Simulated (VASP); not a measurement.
# BP (I-4m2) in VASP: notebook

Runs on BP. Level: r2SCAN. Tasks: single point.

Everything below comes from runs of VASP 6.6.1. Logs are shortened: lines on timing, memory, paths and dates and some standing lists are left out, and cuts for length are marked.

## Step 1: The cell of the first run

Symmetry: I-4m2, No. 119, tetragonal system. The conventional cell has a = 2.952 Å, b = 2.952 Å, c = 4.538 Å, α = 90.00°, β = 90.00°, γ = 90.00°. Within 2.5 Å of B (site symmetry -4m2) lie 4 P at 1.86 Å. Within 2.5 Å of P (site symmetry -4m2) lie 4 B at 1.86 Å.

## Step 2: Single point, r2SCAN (strain -0.080 along x and y, +0.000 along z)

Contents of POSCAR:

```
BP
1.0
    0.0000000000      2.0874800000      2.2690000000
    2.0874800000      0.0000000000      2.2690000000
    2.0874800000      2.0874800000      0.0000000000
B P
1 1
Direct
    0.0000000000      0.0000000000      0.0000000000
    0.7500000000      0.7500000000      0.7500000000
```

Contents of INCAR.step1:

```
ALGO     = Normal         # electronic algorithm
EDIFF    = 1E-4           # SCF threshold, eV
ENCUT    = 520            # plane-wave cutoff, eV
GGA      = PE             # functional
ISMEAR   = 0              # smearing method
LASPH    = True           # aspherical terms in the spheres
LCHARG   = False          # write CHGCAR
LREAL    = False          # projectors in reciprocal space
LWAVE    = True           # write WAVECAR
NBANDS   = 11             # bands
NELM     = 80             # most SCF steps
PREC     = Accurate       # precision mode
SIGMA    = 0.05           # smearing width, eV
```

Contents of INCAR.step2:

```
ALGO     = Normal         # electronic algorithm
EDIFF    = 1E-6           # SCF threshold, eV
ENCUT    = 520            # plane-wave cutoff, eV
ISIF     = 2              # what is computed and relaxed
ISMEAR   = 0              # smearing method
ISTART   = 1            
LASPH    = True           # aspherical terms in the spheres
LCHARG   = False          # write CHGCAR
LMIXTAU  = True         
LREAL    = False          # projectors in reciprocal space
LWAVE    = False          # write WAVECAR
METAGGA  = R2SCAN         # meta-GGA
NBANDS   = 11             # bands
NELM     = 80             # most SCF steps
PREC     = Accurate       # precision mode
SIGMA    = 0.05           # smearing width, eV
```

Contents of KPOINTS:

```
k-points
0
Gamma
  10 10 10
```

Potentials or basis: VASP PAW PBE potentials, release 64 (B, P).

Run with:

```
> cat potpaw_PBE.64/B/POTCAR potpaw_PBE.64/P/POTCAR > POTCAR
> cp INCAR.step1 INCAR
> mpirun -np 1 vasp_std > vasp.out
> cp INCAR.step2 INCAR
> mpirun -np 1 vasp_std > vasp.out
```

OUTCAR:

```text
EDIFF = 1E-6
   ENCUT = 520
   ISIF = 2
   ISMEAR = 0
   ISTART = 1
   LASPH = True
   LREAL = False
   METAGGA = R2SCAN
   NELM = 80
   PREC = Accurate

 ion  position               nearest neighbor table
   1  0.000  0.000  0.000-   2 1.86   2 1.86   2 1.86   2 1.86
   2  0.750  0.750  0.750-   1 1.86   1 1.86   1 1.86   1 1.86

  LATTYP: Found a body centered tetragonal cell.
 ALAT       =     2.9521425272
 C/A-ratio  =     1.5371886548

  Lattice vectors:

 A1 = (  -2.0874800000,   0.0000000000,   2.2690000000)
 A2 = (   2.0874800000,   0.0000000000,   2.2690000000)
 A3 = (   0.0000000000,   2.0874800000,  -2.2690000000)

Analysis of symmetry for initial positions (statically):
=====================================================================
 Subroutine PRICEL returns:
 Original cell was already a primitive cell.

 Routine SETGRP: Setting up the symmetry group for a
 body centered tetragonal supercell.

 Subroutine GETGRP returns: Found  8 space group operations
 (whereof  8 operations were pure point group operations)
 out of a pool of 16 trial point group operations.

The static configuration has the point symmetry D_2d.

Analysis of symmetry for dynamics (positions and initial velocities):
=====================================================================
 Subroutine PRICEL returns:
 Original cell was already a primitive cell.

 Routine SETGRP: Setting up the symmetry group for a
 body centered tetragonal supercell.

 Subroutine GETGRP returns: Found  8 space group operations
 (whereof  8 operations were pure point group operations)
 out of a pool of 16 trial point group operations.

The dynamic configuration has the point symmetry D_2d.

 Subroutine INISYM returns: Found  8 space group operations
 (whereof  8 operations are pure point group operations),
 and found     1 'primitive' translations

----------------------------------------------------------------------------------------

                                     Primitive cell

  volume of cell :      19.7747

  direct lattice vectors                    reciprocal lattice vectors
     0.000000000  2.087480000  2.269000000    -0.239523253  0.239523253  0.220361393
     2.087480000  0.000000000  2.269000000     0.239523253 -0.239523253  0.220361393
     2.087480000  2.087480000  0.000000000     0.239523253  0.239523253 -0.220361393

  length of vectors
     3.083169433  3.083169433  2.952142527     0.404106324  0.404106324  0.404106324

  position of ions in fractional coordinates (direct lattice)
     0.000000000  0.000000000  0.000000000
     0.750000000  0.750000000  0.750000000

  ion indices of the primitive-cell ions
   primitive index   ion index
                 1           1
                 2           2

----------------------------------------------------------------------------------------

 KPOINTS: k-points

Automatic generation of k-mesh.
 Grid dimensions read from file:
 generate k-points for:   10   10   10

 Generating k-lattice:

  Cartesian coordinates                     Fractional coordinates (reciprocal lattice)
    -0.023952325  0.023952325  0.022036139     0.100000000  0.000000000  0.000000000
     0.023952325 -0.023952325  0.022036139     0.000000000  0.100000000  0.000000000
     0.023952325  0.023952325 -0.022036139    -0.000000000 -0.000000000  0.100000000

  Length of vectors
     0.040410632  0.040410632  0.040410632

  Shift w.r.t. Gamma in fractional coordinates (k-lattice)
     0.000000000  0.000000000  0.000000000

 Subroutine IBZKPT returns following result:
 ===========================================

 Found    102 irreducible k-points:

 Following reciprocal coordinates:
            Coordinates               Weight
  0.000000  0.000000  0.000000      1.000000
  0.100000 -0.000000  0.000000      8.000000
  0.200000 -0.000000  0.000000      8.000000
  0.300000  0.000000  0.000000      8.000000
  0.400000 -0.000000  0.000000      8.000000
  0.500000 -0.000000  0.000000      4.000000
[... 16 lines left out ...]
  0.300000  0.300000  0.000000      2.000000
  0.400000  0.300000  0.000000      8.000000
 [... further k-points ...]
   k-points           NKPTS =    102   k-points in BZ     NKDIM =    102   number of bands    NBANDS=     11
   number of dos      NEDOS =    301   number of ions     NIONS =      2
   total plane-waves  NPLWV =  13824
   dimension x,y,z NGX =    24 NGY =   24 NGZ =   24
   dimension x,y,z NGXF=    48 NGYF=   48 NGZF=   48
   ions per type =               1   1
   NGX,Y,Z   is equivalent  to a cutoff of  12.94, 12.94, 13.52 a.u.
   NGXF,Y,Z  is equivalent  to a cutoff of  25.88, 25.88, 27.03 a.u.
 SYSTEM =  unknown system
   PREC   = accura    normal or accurate (medium, high low for compatibility)
   ISTART =      1    job   : 0-new  1-cont  2-samecut
   ICHARG =      0    charge: 1-file 2-atom 10-const
   ISPIN  =      1    spin polarized calculation?
   LNONCOLLINEAR =      F non collinear calculations
   LSORBIT =      F    spin-orbit coupling
   LASPH  =      T    aspherical Exc in radial PAW
   ENCUT  =  520.0 eV  38.22 Ry    6.18 a.u.   5.73  5.73  5.49*2*pi/ulx,y,z
   NELM   =     80;   NELMIN=  2; NELMDL=  0     # of ELM steps
   EDIFF  = 0.1E-05   stopping-criterion for ELM
   LREAL  =      F    real-space projection
   EDIFFG = 0.1E-04   stopping-criterion for IOM
   NSW    =      0    number of steps for IOM
   IBRION =     -1    ionic relax: 0-MD 1-quasi-New 2-CG
   NFREE  =      0    steps in history (QN), initial steepest desc. (CG)
   ISIF   =      2    stress and relaxation
   ISYM   =      2    0-nonsym 1-usesym 2-fastsym
   POTIM  = 0.5000    time-step for ionic-motion
   TEBEG  =    0.0;   TEEND  =   0.0 temperature during run
   PSTRESS=    0.0 pullay stress
   NELECT =       8.0000    total number of electrons
   NUPDOWN=      -1.0000    fix difference up-down
   EMIN   =  10.00;   EMAX   =-10.00  energy-range for DOS
   EFERMI =   0.00;   METHOD = LEGACY
   ISMEAR =     0;   SIGMA  =   0.05  broadening in eV -4-tet -1-fermi 0-gaus
   EFERMI_NEDOS =   21; number of points for ismear=-14 and -15
   IALGO  =     38    algorithm
   IMIX   =      4    mixing-type and parameters
     AMIX     =   0.40;   BMIX     =  1.00
     AMIX_MAG =   1.60;   BMIX_MAG =  1.00
  volume/ion in A,a.u.               =       9.89        66.72
  Fermi-wavevector in a.u.,A,eV,Ry     =   1.210789  2.288059 19.946275  1.466010
  Thomas-Fermi vector in A             =   2.346325
   LORBIT       =      0    0 simple, 1 ext, 2 COOP (PROOUT), +10 PAW based schemes
   METAGGA = R2SCAN    functional components
   LHFCALC =     F    Hartree Fock is set to
   AEXX    =    0.0000 exact exchange contribution
   IVDW    =     0    specifies the selected vdW correction
   LEPSILON=     F    determine dielectric tensor
   LRPA    =     F    only Hartree local field effects (RPA)
 non-spin polarized calculation
 Gauss-broadening in eV      SIGMA  =   0.05
  energy-cutoff  :      520.00
  volume of cell :       19.77
 maximum number of plane-waves:       549
   NGX = 11   NGY = 11   NGZ = 11

 number of electron       8.0000000 magnetization

 Free energy of the ion-electron system (eV)
  ---------------------------------------------------
  ext. energy  EPLUGINS =         0.00000000
  ---------------------------------------------------
  free energy    TOTEN  =       -16.84795953 eV

  energy without entropy =      -16.84795953  energy(sigma->0) =      -16.84795953

 E-fermi :  10.0421     XC(G=0): -12.2799

 val. band max:        9.8485413406   @ k =   0.0000   0.0000   0.0000
 cond. band min:      10.3601079511   @ k =   0.4000   0.0000   0.4000
 fundamental gap:      0.5115666105
 Fermi energy:        10.0421324561

 k-point     1 :       0.0000    0.0000    0.0000
  band No.  band energies     occupation
      1      -8.3813      2.00000
      2       8.8143      2.00000
      3       9.8485      2.00000
      4       9.8485      2.00000
      5      13.3582      0.00000
      6      13.3582      0.00000
      7      13.8023      0.00000
      8      19.9506      0.00000
      9      21.3945      0.00000
     10      23.3741      0.00000
     11      24.0048      0.00000

 k-point     2 :       0.1000   -0.0000    0.0000
  band No.  band energies     occupation
      1      -8.1646      2.00000
      2       7.8548      2.00000
      3       8.9215      2.00000
      4       9.5369      2.00000
      5      13.6995      0.00000
      6      13.8710      0.00000
      7      14.5243      0.00000
      8      20.1151      0.00000
      9      21.0256      0.00000
     10      23.0016      0.00000
     11      24.0606      0.00000

 k-point     3 :       0.2000   -0.0000    0.0000
  band No.  band energies     occupation
      1      -7.5204      2.00000
      2       5.2680      2.00000
      3       8.0295      2.00000
      4       8.9744      2.00000
      5      13.9336      0.00000
      6      14.8402      0.00000
      7      15.3750      0.00000
      8      20.4096      0.00000
      9      21.3499      0.00000
     10      21.8856      0.00000
     11      25.1385      0.00000

 k-point     4 :       0.3000    0.0000    0.0000
  band No.  band energies     occupation
      1      -6.4743      2.00000
      2       2.4968      2.00000
      3       7.3358      2.00000
      4       8.5122      2.00000
      5      13.7143      0.00000
      6      15.3742      0.00000
      7      15.6461      0.00000
      8      21.4442      0.00000
      9      22.0423      0.00000
     10      22.1302      0.00000
     11      25.8330      0.00000
[... 239 lines left out ...]
 k-point    22 :      -0.2000    0.2000    0.0000
  band No.  band energies     occupation
      1      -6.0088      2.00000
      2       3.2216      2.00000
      3       4.0055      2.00000
      4       8.7720      2.00000
      5      15.3316      0.00000
      6      15.7181      0.00000
      7      16.4672      0.00000
      8      19.6279      0.00000
      9      20.0174      0.00000
     10      25.5302      0.00000
     11      27.2113      0.00000

 k-point    23 :       0.3000    0.3000    0.0000
  band No.  band energies     occupation
      1      -6.0987      2.00000
      2       3.3259      2.00000
      3       6.2248      2.00000
      4       6.2248      2.00000
      5      11.8542      0.00000
      6      14.0057      0.00000
      7      20.0688      0.00000
      8      20.0688      0.00000
      9      24.9774      0.00000
     10      26.3355      0.00000
     11      28.9504      0.00000

 k-point    24 :       0.4000    0.3000    0.0000
  band No.  band energies     occupation
      1      -5.1648      2.00000
      2       1.9537      2.00000
      3       4.9457      2.00000
      4       5.9241      2.00000
      5      12.1581      0.00000
      6      14.1287      0.00000
      7      20.8570      0.00000
      8      20.9457      0.00000
      9      25.8600      0.00000
     10      27.0046      0.00000
     11      29.7306      0.00000

 [... further k-points ...]
[... 5 lines left out ...]
  --------------------------------------------------------------------------------------
  -------------------------------------------------------------------------------------
  Total        5.8496249      5.8496249      2.0535868      0.0000000      0.0000000      0.0000000
  in kB      473.9466573    473.9466573    166.3851305      0.0000000      0.0000000      0.0000000
  external PRESSURE =     371.4261484 kB  Pullay stress =       0.0000000 kB

 VOLUME and BASIS-vectors are now :
 -----------------------------------------------------------------------------
  energy-cutoff  :      520.00
  volume of cell :       19.77
      direct lattice vectors                 reciprocal lattice vectors
     0.000000000  2.087480000  2.269000000    -0.239523253  0.239523253  0.220361393
     2.087480000  0.000000000  2.269000000     0.239523253 -0.239523253  0.220361393
     2.087480000  2.087480000  0.000000000     0.239523253  0.239523253 -0.220361393

 POSITION                                       TOTAL-FORCE (eV/Angst)
 -----------------------------------------------------------------------------------
      0.00000      0.00000      0.00000         0.000000      0.000000     -0.000000
      3.13122      3.13122      3.40350        -0.000000     -0.000000      0.000000
 -----------------------------------------------------------------------------------
    total drift:                                0.000000      0.000000      0.000000

  FREE ENERGIE OF THE ION-ELECTRON SYSTEM (eV)
  ---------------------------------------------------
  free  energy   TOTEN  =       -16.8479595345 eV

  energy  without entropy=      -16.8479595345  energy(sigma->0) =      -16.84795953
```

It took 2.9 min on 1 thread of AMD EPYC 7R13, shared host; peak memory 0.12 GiB.

What came out:

* Free energy: -16.8480 eV
* Pressure: 37.1 GPa
* Band gap on the k mesh: 0.51 eV, indirect (least direct gap 3.51 eV)

Levels at points of the mesh, in eV from the valence-band top:
```csv
k point,band 2,band 3,band 4,band 5,band 6,band 7
"(0.00, 0.00, 0.00)",-1.03,0.00,0.00,3.51,3.51,3.95
"(0.50, 0.00, 0.00)",-11.14,-3.10,-1.70,3.41,5.36,5.77
"(0.50, 0.50, 0.00)",-10.98,-4.59,-4.59,1.53,2.41,14.49
"(0.50, 0.00, 0.50)",-10.09,-5.75,-5.53,0.54,0.98,12.83
```

Caveat: the cell differs from its parent crystal (strain -0.080 along x and y, +0.000 along z); the PAW data sets were made with another functional, which shifts forces and pressure a little. A k mesh can miss the band edges.

## Step 3: Single point, r2SCAN (strain -0.040 along x and y, -0.080 along z)

Contents of POSCAR:

```
BP
1.0
    0.0000000000      2.1782400000      2.0874800000
    2.1782400000      0.0000000000      2.0874800000
    2.1782400000      2.1782400000      0.0000000000
B P
1 1
Direct
    0.0000000000      0.0000000000      0.0000000000
    0.7500000000      0.7500000000      0.7500000000
```

Contents of INCAR.step1:

```
PREC = Accurate
ENCUT = 520
ISMEAR = 0
SIGMA = 0.05
LREAL = False
LASPH = True
NELM = 60
NBANDS = 11
GGA = PE
ALGO = Normal
EDIFF = 1E-4
LWAVE = True
LCHARG = False
```

Contents of INCAR.step2:

```
PREC = Accurate
ENCUT = 520
EDIFF = 1E-7
ISMEAR = 0
SIGMA = 0.05
LREAL = False
LASPH = True
NELM = 60
ALGO = Normal
ISIF = 2
LWAVE = False
LCHARG = True
METAGGA = R2SCAN
LMIXTAU = True
LELF = True
LVHAR = True
NBANDS = 11
ISTART = 1
```

Contents of KPOINTS:

```
Automatic mesh
0
Gamma
  10 10 10
```

Potentials or basis: VASP PAW PBE potentials, release 64 (B, P).

Run with:

```
> cat potpaw_PBE.64/B/POTCAR potpaw_PBE.64/P/POTCAR > POTCAR
> cp INCAR.step1 INCAR
> mpirun -np 1 vasp_std > vasp.out
> cp INCAR.step2 INCAR
> mpirun -np 1 vasp_std > vasp.out
```

Run time: 3.7 min. Hardware: 1 thread of AMD EPYC 7R13, shared host; peak memory 0.12 GiB.

It converged, with:

```yaml
Free_energy: -16.9342 eV
Pressure: 36.8 GPa
Band_gap_on_the_k_mesh: 0.51 eV, indirect (least direct gap 3.51 eV)
```

Stress tensor (GPa, compression positive):
```
32.48  0.00  0.00
 0.00 32.48  0.00
 0.00  0.00 45.51
```

Levels at points of the mesh, in eV from the valence-band top:
| k point | band 2 | band 3 | band 4 | band 5 | band 6 | band 7 |
| --- | --- | --- | --- | --- | --- | --- |
| (0.00, 0.00, 0.00) | -0.45 | -0.45 | 0.00 | 3.51 | 3.76 | 3.76 |
| (0.50, 0.00, 0.00) | -11.08 | -2.68 | -2.04 | 4.44 | 4.55 | 5.62 |
| (0.50, 0.50, 0.00) | -10.02 | -5.63 | -5.63 | 0.53 | 1.00 | 14.37 |
| (0.50, 0.00, 0.50) | -10.50 | -5.13 | -5.03 | 1.07 | 1.73 | 13.76 |

Caveat: the cell differs from its parent crystal (strain -0.040 along x and y, -0.080 along z); the PAW data sets were made with another functional, which shifts forces and pressure a little.

## Step 4: Single point, r2SCAN (strain -0.080 along x and y, +0.040 along z)

Contents of POSCAR:

```
BP
1.0
    0.0000000000      2.0874800000      2.3597600000
    2.0874800000      0.0000000000      2.3597600000
    2.0874800000      2.0874800000      0.0000000000
B P
1 1
Direct
    0.0000000000      0.0000000000      0.0000000000
    0.7500000000      0.7500000000      0.7500000000
```

Contents of INCAR.step1:

```
SYSTEM = BP
  PREC = Accurate
  ENCUT = 520
  ISMEAR = 0
  SIGMA = 0.05
  LREAL = .False.
  LASPH = .True.
  NELM = 60
  NBANDS = 11
  GGA = PE
  ALGO = Normal
  EDIFF = 1E-4
  LWAVE = .True.
  LCHARG = .False.
```

Contents of INCAR.step2:

```
SYSTEM = BP
  PREC = Accurate
  ENCUT = 520
  EDIFF = 1E-6
  ISMEAR = 0
  SIGMA = 0.05
  LREAL = .False.
  LASPH = .True.
  NELM = 60
  ALGO = Normal
  ISIF = 2
  LWAVE = .False.
  LCHARG = .False.
  METAGGA = R2SCAN
  LMIXTAU = .True.
  NBANDS = 11
  ISTART = 1
```

Contents of KPOINTS:

```
Automatic mesh
0
Gamma
  10 10 10
  0 0 0
```

Run with:

```
> cat potpaw_PBE.64/B/POTCAR potpaw_PBE.64/P/POTCAR > POTCAR
> cp INCAR.step1 INCAR
> mpirun -np 1 vasp_std > vasp.out
> cp INCAR.step2 INCAR
> mpirun -np 1 vasp_std > vasp.out
```

It took 3.1 min on 1 thread of AMD EPYC 7R13, shared host; peak memory 0.12 GiB.

It converged, with:

| Item | Value |
| --- | --- |
| Free energy | -16.8771 eV |
| Pressure | 26.0 GPa |
| Band gap on the k mesh | 0.24 eV, indirect (least direct gap 3.21 eV) |

Stress tensor (GPa, compression positive):
```
41.39  0.00  0.00
 0.00 41.39  0.00
 0.00  0.00 -4.70
```

Levels at points of the mesh, in eV from the valence-band top:
| k point | band 2 | band 3 | band 4 | band 5 | band 6 | band 7 |
| --- | --- | --- | --- | --- | --- | --- |
| (0.00, 0.00, 0.00) | -1.57 | 0.00 | 0.00 | 3.21 | 3.21 | 3.86 |
| (0.50, 0.00, 0.00) | -11.01 | -3.55 | -1.52 | 2.53 | 5.37 | 5.83 |
| (0.50, 0.50, 0.00) | -11.17 | -4.30 | -4.30 | 1.75 | 2.67 | 13.85 |
| (0.50, 0.00, 0.50) | -9.92 | -5.94 | -5.62 | 0.33 | 0.65 | 11.56 |

Caveat: the cell differs from its parent crystal (strain -0.080 along x and y, +0.040 along z); the PAW data sets were made with another functional, which shifts forces and pressure a little. A k mesh can miss the band edges.

(Continued in part 2 of 2.)
